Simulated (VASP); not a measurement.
# BeZn2Te3 (P4mm) in VASP: relaxation of cell and atoms with PBE

Aim: the relaxation of cell and atoms of BeZn2Te3 with PBE.

Everything below comes from runs of VASP 6.6.1. Logs are shortened: lines on timing, memory, paths and dates and some standing lists are left out, and cuts for length are marked.

**1. The cell of the first run**

It takes space group P4mm (No. 99, tetragonal). The conventional cell has a = 4.596 Å, b = 4.596 Å, c = 8.062 Å, α = 90.00°, β = 90.00°, γ = 90.00°. Be (site symmetry 4mm) has 1 Zn at 2.23 Å and 4 Te at 2.64 Å within 3.0 Å. Within 3.3 Å of Zn (site symmetry 4mm) lie 5 Te at 2.49 to 2.91 Å and 4 Be at 3.29 Å. Within 3.0 Å of Zn (site symmetry 4mm) lie 1 Be at 2.23 Å. Te (site symmetry 2mm) has 2 Be at 2.64 Å and 2 Zn at 2.91 Å and 4 Te at 3.25 Å within 3.5 Å. Within 3.4 Å of Te (site symmetry 4mm) lie 5 Zn at 2.49 to 3.33 Å.

The cell was generated, and may not be a known phase.

**2. Relaxation of cell and atoms, PBE**

The input, INCAR:

```
SYSTEM = BeZn2Te3
PREC = Accurate
ENCUT = 600
EDIFF = 1E-6
ISMEAR = 0
SIGMA = 0.1
LREAL = .FALSE.
LASPH = .TRUE.
NELM = 60
ALGO = Normal
ISIF = 3
LWAVE = .FALSE.
LCHARG = .FALSE.
GGA = PE
IBRION = 2
NSW = 100
EDIFFG = -0.01
LUSENCCL = .FALSE.
```

The input, KPOINTS:

```
Automatic mesh
0
G
  8 8 6
  0 0 0
```

The input, POSCAR:

```
BeZn2Te3
1.0
    4.5962863759      0.0000000000      0.0000000000
    0.0000000000      4.5962863759      0.0000000000
    0.0000000000      0.0000000000      8.0618160991
Be Zn Te
1 2 3
Direct
    0.0000000000      0.0000000000      0.7306374567
    0.5000000000      0.5000000000      0.6700518398
    0.0000000000      0.0000000000      0.4536069293
    0.5000000000      0.0000000000      0.8922694340
    0.0000000000      0.5000000000      0.8922694340
    0.5000000000      0.5000000000      0.3611639462
```

Potentials or basis: VASP PAW PBE potentials, release 64 (Be, Zn, Te).

Started as:

```bash
cat potpaw_PBE.64/Be/POTCAR potpaw_PBE.64/Zn/POTCAR potpaw_PBE.64/Te/POTCAR > POTCAR
mpirun -np 1 vasp_std > vasp.out
```

OUTCAR:

```text
SYSTEM = BeZn2Te3
   PREC = Accurate
   ENCUT = 600
   EDIFF = 1E-6
   ISMEAR = 0
   LREAL = .FALSE.
   LASPH = .TRUE.
   NELM = 60
   ISIF = 3
   GGA = PE
   IBRION = 2
   NSW = 100
   EDIFFG = -0.01

 ion  position               nearest neighbor table
   1  0.000  0.000  0.731-   3 2.23   4 2.64   5 2.64   5 2.64   4 2.64
   2  0.500  0.500  0.670-   6 2.49   5 2.91   4 2.91   4 2.91   5 2.91
   3  0.000  0.000  0.454-   1 2.23   6 3.33   6 3.33   6 3.33   6 3.33
   4  0.500  0.000  0.892-   1 2.64   1 2.64   2 2.91   2 2.91   5 3.25   5 3.25   5 3.25   5 3.25

   5  0.000  0.500  0.892-   1 2.64   1 2.64   2 2.91   2 2.91   4 3.25   4 3.25   4 3.25   4 3.25

   6  0.500  0.500  0.361-   2 2.49   3 3.33   3 3.33   3 3.33   3 3.33

  LATTYP: Found a simple tetragonal cell.
 ALAT       =     4.5962863759
 C/A-ratio  =     1.7539847259

  Lattice vectors:

 A1 = (   4.5962863759,   0.0000000000,   0.0000000000)
 A2 = (   0.0000000000,   4.5962863759,   0.0000000000)
 A3 = (   0.0000000000,   0.0000000000,   8.0618160991)

Analysis of symmetry for initial positions (statically):
=====================================================================
 Subroutine PRICEL returns:
 Original cell was already a primitive cell.

 Routine SETGRP: Setting up the symmetry group for a
 simple tetragonal supercell.

 Subroutine GETGRP returns: Found  8 space group operations
 (whereof  8 operations were pure point group operations)
 out of a pool of 16 trial point group operations.

The static configuration has the point symmetry C_4v.

Analysis of symmetry for dynamics (positions and initial velocities):
=====================================================================
 Subroutine PRICEL returns:
 Original cell was already a primitive cell.

 Routine SETGRP: Setting up the symmetry group for a
 simple tetragonal supercell.

 Subroutine GETGRP returns: Found  8 space group operations
 (whereof  8 operations were pure point group operations)
 out of a pool of 16 trial point group operations.

The dynamic configuration has the point symmetry C_4v.

 Subroutine INISYM returns: Found  8 space group operations
 (whereof  8 operations are pure point group operations),
 and found     1 'primitive' translations

----------------------------------------------------------------------------------------

                                     Primitive cell

  volume of cell :     170.3127

  direct lattice vectors                    reciprocal lattice vectors
     4.596286376  0.000000000  0.000000000     0.217566948  0.000000000  0.000000000
     0.000000000  4.596286376  0.000000000     0.000000000  0.217566948  0.000000000
     0.000000000  0.000000000  8.061816099     0.000000000  0.000000000  0.124041530

  length of vectors
     4.596286376  4.596286376  8.061816099     0.217566948  0.217566948  0.124041530

  position of ions in fractional coordinates (direct lattice)
     0.000000000  0.000000000  0.730637457
     0.500000000  0.500000000  0.670051840
     0.000000000  0.000000000  0.453606929
     0.500000000  0.000000000  0.892269434
     0.000000000  0.500000000  0.892269434
     0.500000000  0.500000000  0.361163946

  ion indices of the primitive-cell ions
   primitive index   ion index
                 1           1
                 2           2
                 3           3
                 4           4
                 5           5
                 6           6

----------------------------------------------------------------------------------------

 KPOINTS: Automatic mesh

Automatic generation of k-mesh.
 Grid dimensions read from file:
 generate k-points for:    8    8    6

 Generating k-lattice:

  Cartesian coordinates                     Fractional coordinates (reciprocal lattice)
     0.027195869  0.000000000  0.000000000     0.125000000  0.000000000  0.000000000
     0.000000000  0.027195869  0.000000000     0.000000000  0.125000000  0.000000000
     0.000000000  0.000000000  0.020673588     0.000000000  0.000000000  0.166666667

  Length of vectors
     0.027195869  0.027195869  0.020673588

  Shift w.r.t. Gamma in fractional coordinates (k-lattice)
     0.000000000  0.000000000  0.000000000

 Subroutine IBZKPT returns following result:
 ===========================================

 Found     60 irreducible k-points:

 Following reciprocal coordinates:
            Coordinates               Weight
  0.000000  0.000000  0.000000      1.000000
  0.125000  0.000000  0.000000      4.000000
  0.250000  0.000000  0.000000      4.000000
  0.375000  0.000000  0.000000      4.000000
  0.500000  0.000000  0.000000      2.000000
  0.125000  0.125000  0.000000      4.000000
[... 16 lines left out ...]
  0.375000  0.125000  0.166667     16.000000
  0.500000  0.125000  0.166667      8.000000
 [... further k-points ...]
   k-points           NKPTS =     60   k-points in BZ     NKDIM =     60   number of bands    NBANDS=     26
   number of dos      NEDOS =    301   number of ions     NIONS =      6
   total plane-waves  NPLWV = 102400
   dimension x,y,z NGX =    40 NGY =   40 NGZ =   64
   dimension x,y,z NGXF=    80 NGYF=   80 NGZF=  128
   ions per type =               1   2   3
   NGX,Y,Z   is equivalent  to a cutoff of  14.47, 14.47, 13.20 a.u.
   NGXF,Y,Z  is equivalent  to a cutoff of  28.94, 28.94, 26.40 a.u.
 SYSTEM =  BeZn2Te3
   PREC   = accura    normal or accurate (medium, high low for compatibility)
   ISTART =      0    job   : 0-new  1-cont  2-samecut
   ICHARG =      2    charge: 1-file 2-atom 10-const
   ISPIN  =      1    spin polarized calculation?
   LNONCOLLINEAR =      F non collinear calculations
   LSORBIT =      F    spin-orbit coupling
   LASPH  =      T    aspherical Exc in radial PAW
   ENCUT  =  600.0 eV  44.10 Ry    6.64 a.u.   9.18  9.18 16.10*2*pi/ulx,y,z
   NELM   =     60;   NELMIN=  2; NELMDL= -5     # of ELM steps
   EDIFF  = 0.1E-05   stopping-criterion for ELM
   LREAL  =      F    real-space projection
   EDIFFG = -.1E-01   stopping-criterion for IOM
   NSW    =    100    number of steps for IOM
   IBRION =      2    ionic relax: 0-MD 1-quasi-New 2-CG
   NFREE  =      1    steps in history (QN), initial steepest desc. (CG)
   ISIF   =      3    stress and relaxation
   ISYM   =      2    0-nonsym 1-usesym 2-fastsym
   POTIM  = 0.5000    time-step for ionic-motion
   TEBEG  =    0.0;   TEEND  =   0.0 temperature during run
   PSTRESS=    0.0 pullay stress
   NELECT =      44.0000    total number of electrons
   NUPDOWN=      -1.0000    fix difference up-down
   EMIN   =  10.00;   EMAX   =-10.00  energy-range for DOS
   EFERMI =   0.00;   METHOD = LEGACY
   ISMEAR =     0;   SIGMA  =   0.10  broadening in eV -4-tet -1-fermi 0-gaus
   EFERMI_NEDOS =   21; number of points for ismear=-14 and -15
   IALGO  =     38    algorithm
   IMIX   =      4    mixing-type and parameters
     AMIX     =   0.40;   BMIX     =  1.00
     AMIX_MAG =   1.60;   BMIX_MAG =  1.00
  volume/ion in A,a.u.               =      28.39       191.55
  Fermi-wavevector in a.u.,A,eV,Ry     =   1.042662  1.970345 14.791481  1.087143
  Thomas-Fermi vector in A             =   2.177337
   LORBIT       =      0    0 simple, 1 ext, 2 COOP (PROOUT), +10 PAW based schemes
   GGA     = PE    functional components
   LHFCALC =     F    Hartree Fock is set to
   AEXX    =    0.0000 exact exchange contribution
   IVDW    =     0    specifies the selected vdW correction
   LEPSILON=     F    determine dielectric tensor
   LRPA    =     F    only Hartree local field effects (RPA)
 conjugate gradient relaxation of ions
 non-spin polarized calculation
 Gauss-broadening in eV      SIGMA  =   0.10
  energy-cutoff  :      600.00
  volume of cell :      170.31
 maximum number of plane-waves:      5720
 NGX is ok and might be reduce to    40
   NGX = 19   NGY = 19   NGZ = 33

--------------------------------------- Ionic step        1  -------------------------------------------

 number of electron      44.0000001 magnetization

 Free energy of the ion-electron system (eV)
  ---------------------------------------------------
  ext. energy  EPLUGINS =         0.00000000
  ---------------------------------------------------
  free energy    TOTEN  =       -14.01635471 eV

  energy without entropy =      -14.00384233  energy(sigma->0) =      -14.01009852

------------------------ aborting loop because EDIFF is reached ----------------------------------------

  FORCE on cell =-STRESS in cart. coord.  units (eV):
  Direction    XX          YY          ZZ          XY          YZ          ZX
  --------------------------------------------------------------------------------------
  -------------------------------------------------------------------------------------
  Total        0.4003636      0.4003636      0.0447189      0.0000000      0.0000000      0.0000000
  in kB        3.7663275      3.7663275      0.4206822      0.0000000      0.0000000      0.0000000
  external PRESSURE =       2.6511124 kB  Pullay stress =       0.0000000 kB
[... 101 lines left out ...]
  FREE ENERGIE OF THE ION-ELECTRON SYSTEM (eV)
  ---------------------------------------------------
  free  energy   TOTEN  =       -14.0212003865 eV

  energy  without entropy=      -14.0045564069  energy(sigma->0) =      -14.01287840

[... ionic steps 4 to 9 ...]

--------------------------------------- Ionic step       10  -------------------------------------------

 number of electron      44.0000024 magnetization

------------------------ aborting loop because EDIFF is reached ----------------------------------------

  FORCE on cell =-STRESS in cart. coord.  units (eV):
  Direction    XX          YY          ZZ          XY          YZ          ZX
  --------------------------------------------------------------------------------------
  -------------------------------------------------------------------------------------
  Total        0.0327544      0.0327544      0.0001228      0.0000000     -0.0000000      0.0000000
  in kB        0.3033878      0.3033878      0.0011371      0.0000000     -0.0000000      0.0000000
  external PRESSURE =       0.2026376 kB  Pullay stress =       0.0000000 kB
[... 65 lines left out ...]
  energy  without entropy=      -14.0105743403  energy(sigma->0) =      -14.02145491

--------------------------------------- Ionic step       12  -------------------------------------------

 number of electron      44.0000026 magnetization

 Free energy of the ion-electron system (eV)
  ---------------------------------------------------
  ext. energy  EPLUGINS =         0.00000000
  ---------------------------------------------------
  free energy    TOTEN  =       -14.03236935 eV

  energy without entropy =      -14.01055963  energy(sigma->0) =      -14.02146449

 E-fermi :   3.1607     XC(G=0):  -8.6711

 val. band max:        3.1580379794   @ k =   0.5000   0.2500   0.3333
 cond. band min:       3.1622816499   @ k =   0.5000   0.2500   0.1667
 fundamental gap:      0.0042436705
 Fermi energy:         3.1607143690

 k-point     1 :       0.0000    0.0000    0.0000
  band No.  band energies     occupation
      1      -9.8387      2.00000
      2      -7.1161      2.00000
      3      -6.4033      2.00000
      4      -3.9634      2.00000
      5      -3.9634      2.00000
      6      -3.8655      2.00000
[... 685 lines left out ...]
     25       5.8568      0.00000
     26       6.5386      0.00000

 [... further k-points ...]
[... 5 lines left out ...]
  --------------------------------------------------------------------------------------
  -------------------------------------------------------------------------------------
  Total        0.0035990      0.0035990     -0.0207783      0.0000000     -0.0000000      0.0000000
  in kB        0.0332995      0.0332995     -0.1922474      0.0000000     -0.0000000      0.0000000
  external PRESSURE =      -0.0418828 kB  Pullay stress =       0.0000000 kB
[... 21 lines left out ...]
  FREE ENERGIE OF THE ION-ELECTRON SYSTEM (eV)
  ---------------------------------------------------
  free  energy   TOTEN  =       -14.0323693478 eV

  energy  without entropy=      -14.0105596328  energy(sigma->0) =      -14.02146449

 reached required accuracy - stopping structural energy minimisation
```

It took 22 min on 1 × NVIDIA H100 80GB with 1 thread of AMD EPYC 7R13 (Zen 3), shared host; peak memory 1.5 GiB.

What came out:

```yaml
Free_energy: -14.0324 eV
Relaxed_volume: 28.86 Å³/atom
Relaxed_cell: a = 4.670 Å, b = 4.670 Å, c = 7.940 Å, α = 90.00°, β = 90.00°, γ = 90.00°
Space_group_after_relaxing_to_0.1_Å: P4mm (No. 99)
Energy_gained_by_relaxing: 2.7 meV/atom
Ionic_steps: 12
Pressure_after_relaxing: 0.0 GPa
Largest_force_after_relaxing: 0.006 eV/Å
Band_gap_on_the_k_mesh: zero (bands 22 and 23 overlap by 1.77 eV)
```

Forces in eV/Å, atoms in the order of the input:
```
Be   0.000  0.000  0.001
Zn   0.000  0.000 -0.002
Zn   0.000  0.000  0.006
Te   0.000  0.000 -0.001
Te   0.000  0.000 -0.001
Te   0.000  0.000 -0.003
```

The path:
```csv
step,energy change (eV),largest force (eV/Å),pressure (GPa),volume (Å³)
1,0.0000,0.1633,0.27,170.31
2,-0.0042,0.1304,0.01,171.47
3,-0.0048,0.1813,-0.48,173.74
4,-0.0057,0.1115,-0.30,172.82
5,-0.0085,0.0952,-0.25,172.85
6,-0.0136,0.0888,-0.11,172.95
7,-0.0105,0.2259,0.18,173.10
8,-0.0144,0.0938,-0.01,173.01
9,-0.0158,0.0425,0.01,172.98
10,-0.0159,0.0293,0.02,172.97
11,-0.0160,0.0161,0.01,173.07
12,-0.0160,0.0057,0.00,173.16
```

Final structure:
```yaml
crystal:
  lattice:
    - [4.67016, 0.00000, 0.00000]
    - [0.00000, 4.67016, 0.00000]
    - [0.00000, 0.00000, 7.93955]
  atoms:
    - { symbol: Be, position: [0.00000, 0.00000, 0.74043] }
    - { symbol: Zn, position: [0.50000, 0.50000, 0.67434] }
    - { symbol: Zn, position: [0.00000, 0.00000, 0.45265] }
    - { symbol: Te, position: [0.50000, 0.00000, 0.88656] }
    - { symbol: Te, position: [0.00000, 0.50000, 0.88656] }
    - { symbol: Te, position: [0.50000, 0.50000, 0.35945] }
```

Levels at points of the mesh, in eV from the Fermi level:
```csv
k point,band 19,band 20,band 21,band 22,band 23,band 24,band 25,band 26
"(0.00, 0.00, 0.00)",-0.70,-0.70,-0.40,-0.38,0.45,0.45,1.99,2.83
"(0.50, 0.00, 0.00)",-2.46,-2.43,-1.07,-0.10,0.38,2.77,3.02,3.05
"(0.50, 0.50, 0.00)",-2.58,-1.85,-1.85,0.82,2.11,2.41,2.44,4.44
"(0.00, 0.00, 0.50)",-0.78,-0.78,-0.39,-0.20,0.43,0.43,2.02,3.21
"(0.50, 0.00, 0.50)",-2.19,-1.90,-1.83,-0.21,-0.18,2.71,2.85,3.29
"(0.50, 0.50, 0.50)",-2.09,-1.27,-1.27,1.10,1.37,2.11,2.41,3.36
```

Caveat: spin-orbit coupling is left out, which moves the levels of the heavy elements.
